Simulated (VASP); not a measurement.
# CaZn2Sb2 (P-3m1) in VASP: single point with LDA

Aim: the single point of CaZn2Sb2 with LDA.

All numbers are computed with VASP 6.6.1; they aren't measurements. Logs are shortened: lines on timing, memory, paths and dates and some standing lists are left out, and cuts for length are marked.

### 1 The cell of the first run

Symmetry: P-3m1, No. 164, trigonal system. The conventional cell has a = 4.361 Å, b = 4.361 Å, c = 7.219 Å, α = 90.00°, β = 90.00°, γ = 120.00°. Within 4.1 Å of Ca (site symmetry -3m) lie 6 Sb at 3.12 Å and 6 Zn at 3.65 Å. Within 3.5 Å of Zn (site symmetry 3m) lie 4 Sb at 2.64 to 2.73 Å and 3 Zn at 3.17 Å. Within 3.5 Å of Sb (site symmetry 3m) lie 4 Zn at 2.64 to 2.73 Å and 3 Ca at 3.12 Å.

### 2 Single point, LDA

INCAR

```
ALGO = Fast ; EDIFF = 1E-7
ENCUT = 520 ; GGA = CA
ISIF = 2 ; ISMEAR = -1
LASPH = True ; LCHARG = False
LREAL = False ; LWAVE = False
NBANDS = 30 ; NELM = 80
PREC = Accurate ; SIGMA = 0.15
```

KPOINTS

```
k-points
0
Gamma
  12 12 6
```

POSCAR

```
CaZn2Sb2
1.0
    4.3607925702      0.0000000000      0.0000000000
   -2.1803962851      3.7765571464      0.0000000000
    0.0000000000      0.0000000000      7.2193386103
Ca Zn Sb
1 2 2
Direct
    0.0000000000      0.0000000000      0.0000000000
    0.3333333333      0.6666666667      0.6335391474
    0.6666666667      0.3333333333      0.3664608526
    0.3333333333      0.6666666667      0.2558679022
    0.6666666667      0.3333333333      0.7441320978
```

Potentials or basis: VASP PAW LDA potentials, release 64 (Ca_sv, Zn, Sb).

On the command line:

```sh
cat potpaw_LDA.64/Ca_sv/POTCAR potpaw_LDA.64/Zn/POTCAR potpaw_LDA.64/Sb/POTCAR > POTCAR
mpirun -np 1 vasp_std > vasp.out
```

OUTCAR:

```text
EDIFF = 1E-7
   ENCUT = 520
   GGA = CA
   ISIF = 2
   ISMEAR = -1
   LASPH = True
   LREAL = False
   NELM = 80
   PREC = Accurate

 ion  position               nearest neighbor table
   1  0.000  0.000  0.000-   4 3.12   5 3.12   4 3.12   5 3.12   5 3.12   4 3.12
   2  0.333  0.667  0.634-   5 2.64   5 2.64   5 2.64   4 2.73
   3  0.667  0.333  0.366-   4 2.64   4 2.64   4 2.64   5 2.73
   4  0.333  0.667  0.256-   3 2.64   3 2.64   3 2.64   2 2.73   1 3.12   1 3.12   1 3.12
   5  0.667  0.333  0.744-   2 2.64   2 2.64   2 2.64   3 2.73   1 3.12   1 3.12   1 3.12

  LATTYP: Found a hexagonal cell.
 ALAT       =     4.3607925702
 C/A-ratio  =     1.6555106656

  Lattice vectors:

 A1 = (   4.3607925702,   0.0000000000,   0.0000000000)
 A2 = (  -2.1803962851,   3.7765571464,   0.0000000000)
 A3 = (   0.0000000000,   0.0000000000,   7.2193386103)

Analysis of symmetry for initial positions (statically):
=====================================================================
 Subroutine PRICEL returns:
 Original cell was already a primitive cell.

 Routine SETGRP: Setting up the symmetry group for a
 hexagonal supercell.

 Subroutine GETGRP returns: Found 12 space group operations
 (whereof 12 operations were pure point group operations)
 out of a pool of 24 trial point group operations.

The static configuration has the point symmetry D_3d.

Analysis of symmetry for dynamics (positions and initial velocities):
=====================================================================
 Subroutine PRICEL returns:
 Original cell was already a primitive cell.

 Routine SETGRP: Setting up the symmetry group for a
 hexagonal supercell.

 Subroutine GETGRP returns: Found 12 space group operations
 (whereof 12 operations were pure point group operations)
 out of a pool of 24 trial point group operations.

The dynamic configuration has the point symmetry D_3d.

 Subroutine INISYM returns: Found 12 space group operations
 (whereof 12 operations are pure point group operations),
 and found     1 'primitive' translations

----------------------------------------------------------------------------------------

                                     Primitive cell

  volume of cell :     118.8937
[... 92 lines left out ...]
   LASPH  =      T    aspherical Exc in radial PAW
   ENCUT  =  520.0 eV  38.22 Ry    6.18 a.u.   8.11  8.11 13.42*2*pi/ulx,y,z
   NELM   =     80;   NELMIN=  2; NELMDL= -5     # of ELM steps
   EDIFF  = 0.1E-06   stopping-criterion for ELM
   LREAL  =      F    real-space projection
   EDIFFG = 0.1E-05   stopping-criterion for IOM
   NSW    =      0    number of steps for IOM
   IBRION =     -1    ionic relax: 0-MD 1-quasi-New 2-CG
   NFREE  =      0    steps in history (QN), initial steepest desc. (CG)
   ISIF   =      2    stress and relaxation
   ISYM   =      2    0-nonsym 1-usesym 2-fastsym
   POTIM  = 0.5000    time-step for ionic-motion
   TEBEG  =    0.0;   TEEND  =   0.0 temperature during run
   PSTRESS=    0.0 pullay stress
   NELECT =      44.0000    total number of electrons
   NUPDOWN=      -1.0000    fix difference up-down
   EMIN   =  10.00;   EMAX   =-10.00  energy-range for DOS
   EFERMI =   0.00;   METHOD = LEGACY
   ISMEAR =    -1;   SIGMA  =   0.15  broadening in eV -4-tet -1-fermi 0-gaus
   EFERMI_NEDOS =   21; number of points for ismear=-14 and -15
   IALGO  =     68    algorithm
   IMIX   =      4    mixing-type and parameters
     AMIX     =   0.40;   BMIX     =  1.00
     AMIX_MAG =   1.60;   BMIX_MAG =  1.00
  volume/ion in A,a.u.               =      23.78       160.47
  Fermi-wavevector in a.u.,A,eV,Ry     =   1.175365  2.221118 18.796216  1.381483
  Thomas-Fermi vector in A             =   2.311747
   LORBIT       =      0    0 simple, 1 ext, 2 COOP (PROOUT), +10 PAW based schemes
   GGA     = CA    functional components
   LHFCALC =     F    Hartree Fock is set to
   AEXX    =    0.0000 exact exchange contribution
   IVDW    =     0    specifies the selected vdW correction
   LEPSILON=     F    determine dielectric tensor
   LRPA    =     F    only Hartree local field effects (RPA)
 non-spin polarized calculation
 RMM-DIIS sequential band-by-band and
  energy-cutoff  :      520.00
  volume of cell :      118.89
 maximum number of plane-waves:      3228
   NGX = 17   NGY = 17   NGZ = 27

 number of electron      43.9999963 magnetization

 Free energy of the ion-electron system (eV)
  ---------------------------------------------------
  ext. energy  EPLUGINS =         0.00000000
  ---------------------------------------------------
  free energy    TOTEN  =       -17.88593543 eV

  energy without entropy =      -17.85520421  energy(sigma->0) =      -17.87056982

 E-fermi :   5.1596     XC(G=0): -10.0965

 val. band max:        5.1487428483   @ k =   0.0000   0.0000   0.5000
 cond. band min:       5.1920656478   @ k =   0.5000   0.0000   0.0000
 fundamental gap:      0.0433227995
 Fermi energy:         5.1596445808

 k-point     1 :       0.0000    0.0000    0.0000
  band No.  band energies     occupation
      1     -35.7964      2.00000
      2     -17.1784      2.00000
      3     -17.1122      2.00000
      4     -17.1122      2.00000
      5      -6.2649      2.00000
      6      -4.9875      2.00000
[... 781 lines left out ...]
     29       8.5975      0.00000
     30       9.2693      0.00000

 [... further k-points ...]

------------------------ aborting loop because EDIFF is reached ----------------------------------------

  FORCE on cell =-STRESS in cart. coord.  units (eV):
  Direction    XX          YY          ZZ          XY          YZ          ZX
  --------------------------------------------------------------------------------------
  -------------------------------------------------------------------------------------
  Total        0.2582457      0.2582457      0.2485932     -0.0000000      0.0000000      0.0000000
  in kB        3.4800439      3.4800439      3.3499699     -0.0000000      0.0000000      0.0000000
  external PRESSURE =       3.4366859 kB  Pullay stress =       0.0000000 kB

 VOLUME and BASIS-vectors are now :
 -----------------------------------------------------------------------------
  energy-cutoff  :      520.00
  volume of cell :      118.89
      direct lattice vectors                 reciprocal lattice vectors
     4.360792570  0.000000000  0.000000000     0.229316113  0.132395719  0.000000000
    -2.180396285  3.776557146  0.000000000     0.000000000  0.264791439  0.000000000
     0.000000000  0.000000000  7.219338610     0.000000000  0.000000000  0.138516844

 POSITION                                       TOTAL-FORCE (eV/Angst)
 -----------------------------------------------------------------------------------
      0.00000      0.00000      0.00000         0.000000      0.000000      0.000000
     -0.00000      2.51770      4.57373         0.000000      0.000000      0.006749
      2.18040      1.25885      2.64560         0.000000     -0.000000     -0.006749
     -0.00000      2.51770      1.84720        -0.000000     -0.000000     -0.024265
      2.18040      1.25885      5.37214         0.000000      0.000000      0.024265
 -----------------------------------------------------------------------------------
    total drift:                               -0.000000      0.000000      0.000000

  FREE ENERGIE OF THE ION-ELECTRON SYSTEM (eV)
  ---------------------------------------------------
  free  energy   TOTEN  =       -17.8859354321 eV

  energy  without entropy=      -17.8552042081  energy(sigma->0) =      -17.87056982
```

stdout:

```text
POSCAR found type information on POSCAR CaZnSb
 POSCAR found :  3 types and       5 ions
[... 48 lines left out ...]
 num prob  num prob  num prob  num prob  num prob  num prob  num prob  num prob  num prob  num prob  num prob  num prob  num prob  num prob  num prob  num prob  num prob  num prob  num prob  num prob WARNING in EDDRMM: call to ZHEGV failed, returncode =   8  4     24
 num prob  num prob  num prob  num prob  num prob  num prob  num prob  num prob  num prob  num prob  num prob  num prob  num prob  num prob  num prob  num prob  num prob  num prob  num prob  num prob  num prob  num prob  num prob  num prob  num prob  num prob  num prob  num prob  num prob  num prob  num prob  num prob  num prob  num prob  num prob  num prob  num prob  num prob  num prob  num prob  num prob  num prob  num prob  num prob  num prob  num prob  num prob  num prob  num prob  num
```

Run time: 9.7 min. Hardware: 1 thread of AMD EPYC 7R13 (Zen 3), shared host; peak memory 0.43 GiB.

Results:

```
Free energy            : -17.8859 eV
Pressure               : 0.3 GPa
Largest force          : 0.024 eV/Å
Band gap on the k mesh : zero (bands 22 and 23 overlap by 0.20 eV)
```

Forces on the atoms (eV/Å):
```
Ca   0.000  0.000  0.000
Zn   0.000  0.000  0.007
Zn   0.000  0.000 -0.007
Sb   0.000  0.000 -0.024
Sb   0.000  0.000  0.024
```

Levels at points of the mesh, in eV from the Fermi level:
```
           k point  band 19  band 20  band 21  band 22  band 23  band 24  band 25  band 26
(0.00, 0.00, 0.00)    -1.49    -0.16     0.13     0.13     0.18     1.43     1.76     1.97
(0.50, 0.00, 0.00)    -3.38    -2.59    -2.45    -1.55     0.03     2.22     2.29     3.52
(0.00, 0.00, 0.50)    -0.89    -0.89    -0.88    -0.88    -0.01     1.55     1.96     1.96
(0.50, 0.00, 0.50)    -2.67    -2.66    -1.38    -1.27     0.65     0.81     1.48     1.73
```

Caveat: spin-orbit coupling is left out, which moves the levels of the heavy elements.
